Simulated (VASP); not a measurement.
# Pb (Fm-3m) in VASP: notebook, part 3 of 3

VASP 6.6.1.

## (5) Single point, PBE

Input file INCAR:

```
SYSTEM = Pb
ALGO = Normal
EDIFF = 1E-6
ENCUT = 500
GGA = PE
GGA_COMPAT = .False.
ISIF = 2
ISMEAR = -1
LASPH = .True.
LCHARG = .False.
LREAL = .False.
LWAVE = .False.
NBANDS = 13
NELM = 120
PREC = Accurate
SIGMA = 0.05
```

Input file KPOINTS:

```
k-points
0
Gamma
  11 11 11
  0 0 0
```

Input file POSCAR:

```
Pb
1.0
    0.0000000000      2.4679610000      2.4679610000
    2.4679610000      0.0000000000      2.4679610000
    2.4679610000      2.4679610000      0.0000000000
Pb
1
Direct
    0.0000000000      0.0000000000      0.0000000000
```

Potentials or basis: VASP PAW PBE potentials, release 64 (Pb_d).

The run is started by

```bash
$ cat potpaw_PBE.64/Pb_d/POTCAR > POTCAR
$ mpirun -np 1 vasp_std > vasp.out
```

OUTCAR:

```text
SYSTEM = Pb
   EDIFF = 1E-6
   ENCUT = 500
   GGA = PE
   ISIF = 2
   ISMEAR = -1
   LASPH = .True.
   LREAL = .False.
   NELM = 120
   PREC = Accurate

 ion  position               nearest neighbor table
   1  0.000  0.000  0.000-

  LATTYP: Found a face centered cubic cell.
 ALAT       =     4.9359220000

  Lattice vectors:

 A1 = (   0.0000000000,   2.4679610000,   2.4679610000)
 A2 = (   2.4679610000,   0.0000000000,   2.4679610000)
 A3 = (   2.4679610000,   2.4679610000,   0.0000000000)

Analysis of symmetry for initial positions (statically):
=====================================================================
 Subroutine PRICEL returns:
 Original cell was already a primitive cell.

 Routine SETGRP: Setting up the symmetry group for a
 face centered cubic supercell.

 Subroutine GETGRP returns: Found 48 space group operations
 (whereof 48 operations were pure point group operations)
 out of a pool of 48 trial point group operations.

The static configuration has the point symmetry O_h .

Analysis of symmetry for dynamics (positions and initial velocities):
=====================================================================
 Subroutine PRICEL returns:
 Original cell was already a primitive cell.

 Routine SETGRP: Setting up the symmetry group for a
 face centered cubic supercell.

 Subroutine GETGRP returns: Found 48 space group operations
 (whereof 48 operations were pure point group operations)
 out of a pool of 48 trial point group operations.

The dynamic configuration has the point symmetry O_h .

 Subroutine INISYM returns: Found 48 space group operations
 (whereof 48 operations are pure point group operations),
 and found     1 'primitive' translations

----------------------------------------------------------------------------------------

                                     Primitive cell

  volume of cell :      30.0639

  direct lattice vectors                    reciprocal lattice vectors
     0.000000000  2.467961000  2.467961000    -0.202596394  0.202596394  0.202596394
     2.467961000  0.000000000  2.467961000     0.202596394 -0.202596394  0.202596394
     2.467961000  2.467961000  0.000000000     0.202596394  0.202596394 -0.202596394

  length of vectors
     3.490223918  3.490223918  3.490223918     0.350907248  0.350907248  0.350907248

  position of ions in fractional coordinates (direct lattice)
     0.000000000  0.000000000  0.000000000

  ion indices of the primitive-cell ions
   primitive index   ion index
                 1           1

----------------------------------------------------------------------------------------

 KPOINTS: k-points

Automatic generation of k-mesh.
 Grid dimensions read from file:
 generate k-points for:   11   11   11

 Generating k-lattice:

  Cartesian coordinates                     Fractional coordinates (reciprocal lattice)
    -0.018417854  0.018417854  0.018417854     0.090909091  0.000000000  0.000000000
     0.018417854 -0.018417854  0.018417854     0.000000000  0.090909091  0.000000000
     0.018417854  0.018417854 -0.018417854     0.000000000  0.000000000  0.090909091

  Length of vectors
     0.031900659  0.031900659  0.031900659

  Shift w.r.t. Gamma in fractional coordinates (k-lattice)
     0.000000000  0.000000000  0.000000000

 Subroutine IBZKPT returns following result:
 ===========================================

 Found     56 irreducible k-points:

 Following reciprocal coordinates:
            Coordinates               Weight
  0.000000  0.000000  0.000000      1.000000
  0.090909  0.000000  0.000000      8.000000
  0.181818  0.000000  0.000000      8.000000
  0.272727  0.000000  0.000000      8.000000
  0.363636  0.000000  0.000000      8.000000
  0.454545  0.000000  0.000000      8.000000
[... 16 lines left out ...]
 -0.272727  0.181818  0.000000     24.000000
 -0.181818  0.181818  0.000000     12.000000
 [... further k-points ...]
   k-points           NKPTS =     56   k-points in BZ     NKDIM =     56   number of bands    NBANDS=     13
   number of dos      NEDOS =    301   number of ions     NIONS =      1
   total plane-waves  NPLWV =  21952
   dimension x,y,z NGX =    28 NGY =   28 NGZ =   28
   dimension x,y,z NGXF=    56 NGYF=   56 NGZF=   56
   ions per type =               1
   NGX,Y,Z   is equivalent  to a cutoff of  13.34, 13.34, 13.34 a.u.
   NGXF,Y,Z  is equivalent  to a cutoff of  26.67, 26.67, 26.67 a.u.
 SYSTEM =  Pb
   PREC   = accura    normal or accurate (medium, high low for compatibility)
   ISTART =      0    job   : 0-new  1-cont  2-samecut
   ICHARG =      2    charge: 1-file 2-atom 10-const
   ISPIN  =      1    spin polarized calculation?
   LNONCOLLINEAR =      F non collinear calculations
   LSORBIT =      F    spin-orbit coupling
   LASPH  =      T    aspherical Exc in radial PAW
   ENCUT  =  500.0 eV  36.75 Ry    6.06 a.u.   6.36  6.36  6.36*2*pi/ulx,y,z
   NELM   =    120;   NELMIN=  2; NELMDL= -5     # of ELM steps
   EDIFF  = 0.1E-05   stopping-criterion for ELM
   LREAL  =      F    real-space projection
   EDIFFG = 0.1E-04   stopping-criterion for IOM
   NSW    =      0    number of steps for IOM
   IBRION =     -1    ionic relax: 0-MD 1-quasi-New 2-CG
   NFREE  =      0    steps in history (QN), initial steepest desc. (CG)
   ISIF   =      2    stress and relaxation
   ISYM   =      2    0-nonsym 1-usesym 2-fastsym
   POTIM  = 0.5000    time-step for ionic-motion
   TEBEG  =    0.0;   TEEND  =   0.0 temperature during run
   PSTRESS=    0.0 pullay stress
   NELECT =      14.0000    total number of electrons
   NUPDOWN=      -1.0000    fix difference up-down
   EMIN   =  10.00;   EMAX   =-10.00  energy-range for DOS
   EFERMI =   0.00;   METHOD = LEGACY
   ISMEAR =    -1;   SIGMA  =   0.05  broadening in eV -4-tet -1-fermi 0-gaus
   EFERMI_NEDOS =   21; number of points for ismear=-14 and -15
   IALGO  =     38    algorithm
   IMIX   =      4    mixing-type and parameters
     AMIX     =   0.40;   BMIX     =  1.00
     AMIX_MAG =   1.60;   BMIX_MAG =  1.00
  volume/ion in A,a.u.               =      30.06       202.88
  Fermi-wavevector in a.u.,A,eV,Ry     =   1.268925  2.397920 21.907695  1.610170
  Thomas-Fermi vector in A             =   2.401994
   LORBIT       =      0    0 simple, 1 ext, 2 COOP (PROOUT), +10 PAW based schemes
   GGA     = PE    functional components
   LHFCALC =     F    Hartree Fock is set to
   AEXX    =    0.0000 exact exchange contribution
   IVDW    =     0    specifies the selected vdW correction
   LEPSILON=     F    determine dielectric tensor
   LRPA    =     F    only Hartree local field effects (RPA)
 non-spin polarized calculation
  energy-cutoff  :      500.00
  volume of cell :       30.06
 maximum number of plane-waves:       777
 NGX is ok and might be reduce to    28
   NGX = 13   NGY = 13   NGZ = 13

 number of electron      13.9999999 magnetization

 Free energy of the ion-electron system (eV)
  ---------------------------------------------------
  ext. energy  EPLUGINS =         0.00000000
  ---------------------------------------------------
  free energy    TOTEN  =        -3.55309498 eV

  energy without entropy =       -3.55021546  energy(sigma->0) =       -3.55165522

 E-fermi :   7.4656     XC(G=0): -10.2266

 val. band max:        7.4600253119   @ k =   0.3636   0.2727   0.0000
 cond. band min:       7.4848661616   @ k =   0.2727   0.0000   0.0000
 fundamental gap:      0.0248408498
 Fermi energy:         7.4656306566

 k-point     1 :       0.0000    0.0000    0.0000
  band No.  band energies     occupation
      1      -9.7039      2.00000
      2      -9.7039      2.00000
      3      -9.7039      2.00000
      4      -9.5605      2.00000
      5      -9.5605      2.00000
      6      -4.4353      2.00000
      7      14.8638      0.00000
      8      14.8638      0.00000
      9      14.8638      0.00000
     10      17.1469      0.00000
     11      18.8287      0.00000
     12      19.9252      0.00000
     13      19.9252      0.00000

 k-point     2 :       0.0909    0.0000    0.0000
  band No.  band energies     occupation
      1      -9.7043      2.00000
      2      -9.6921      2.00000
      3      -9.6921      2.00000
      4      -9.5611      2.00000
      5      -9.5611      2.00000
      6      -4.2747      2.00000
      7      13.0947      0.00000
      8      14.6666      0.00000
      9      14.6666      0.00000
     10      16.8471      0.00000
     11      19.5542      0.00000
[... 339 lines left out ...]
 k-point    24 :      -0.1818    0.1818    0.0000
  band No.  band energies     occupation
      1      -9.6980      2.00000
      2      -9.6698      2.00000
      3      -9.6060      2.00000
      4      -9.5907      2.00000
      5      -9.4888      2.00000
      6      -2.7393      2.00000
      7       8.2070      0.00000
      8       9.8951      0.00000
      9      14.2636      0.00000
     10      17.1083      0.00000
     11      18.5443      0.00000
     12      19.7814      0.00000
     13      20.4291      0.00000

 [... further k-points ...]
[... 5 lines left out ...]
  --------------------------------------------------------------------------------------
  -------------------------------------------------------------------------------------
  Total        0.4902507      0.4902507      0.4902507      0.0000000      0.0000000     -0.0000000
  in kB       26.1266642     26.1266642     26.1266642      0.0000000      0.0000000     -0.0000000
  external PRESSURE =      26.1266642 kB  Pullay stress =       0.0000000 kB

 VOLUME and BASIS-vectors are now :
 -----------------------------------------------------------------------------
  energy-cutoff  :      500.00
  volume of cell :       30.06
      direct lattice vectors                 reciprocal lattice vectors
     0.000000000  2.467961000  2.467961000    -0.202596394  0.202596394  0.202596394
     2.467961000  0.000000000  2.467961000     0.202596394 -0.202596394  0.202596394
     2.467961000  2.467961000  0.000000000     0.202596394  0.202596394 -0.202596394

 POSITION                                       TOTAL-FORCE (eV/Angst)
 -----------------------------------------------------------------------------------
      0.00000      0.00000      0.00000        -0.000000     -0.000000     -0.000000
 -----------------------------------------------------------------------------------
    total drift:                               -0.000000     -0.000000     -0.000000

  FREE ENERGIE OF THE ION-ELECTRON SYSTEM (eV)
  ---------------------------------------------------
  free  energy   TOTEN  =        -3.5530949767 eV

  energy  without entropy=       -3.5502154625  energy(sigma->0) =       -3.55165522
```

It took 19 s on 1 thread of Intel Xeon Platinum 8259CL at 2.50GHz (Skylake/Cascade Lake), shared host; peak memory 0.16 GiB.

Results:

- Free energy: -3.5531 eV
- Pressure: 2.6 GPa
- Band gap on the k mesh: zero (band 7 reaches 14.86 eV, above the bottom of band 8 at 5.91 eV)

Levels at points of the mesh, in eV from the Fermi level:
| k point | band 3 | band 4 | band 5 | band 6 | band 7 | band 8 | band 9 | band 10 | band 11 | band 12 |
| --- | --- | --- | --- | --- | --- | --- | --- | --- | --- | --- |
| (0.00, 0.00, 0.00) | -17.17 | -17.03 | -17.03 | -11.90 | 7.40 | 7.40 | 7.40 | 9.68 | 11.36 | 12.46 |

Caveat: spin-orbit coupling is left out, which moves the levels of the heavy elements.

## (6) The runs side by side

```csv
level,potentials or basis,cutoff (eV),gap on the mesh (eV),pressure (GPa)
PBEsol,"VASP PAW PBE potentials, release 64 (Pb_d)",520,none,-0.3
r2SCAN,"VASP PAW PBE potentials, release 64 (Pb_d)",520,none,1.5
LDA,"VASP PAW LDA potentials, release 64 (Pb_d)",500,none,-1.8
PBE,"VASP PAW PBE potentials, release 64 (Pb_d)",500,none,2.6
```

Alike in all rows: task single point; no spin polarisation; cell as given; k mesh 11 × 11 × 11; smearing fermi-dirac 0.05 eV.

Caveats: spin-orbit coupling is left out, which moves the levels of the heavy elements; the PAW data sets were made with another functional, which shifts forces and pressure a little (some runs).

Absolute energies hang on the potentials; compare differences alone.
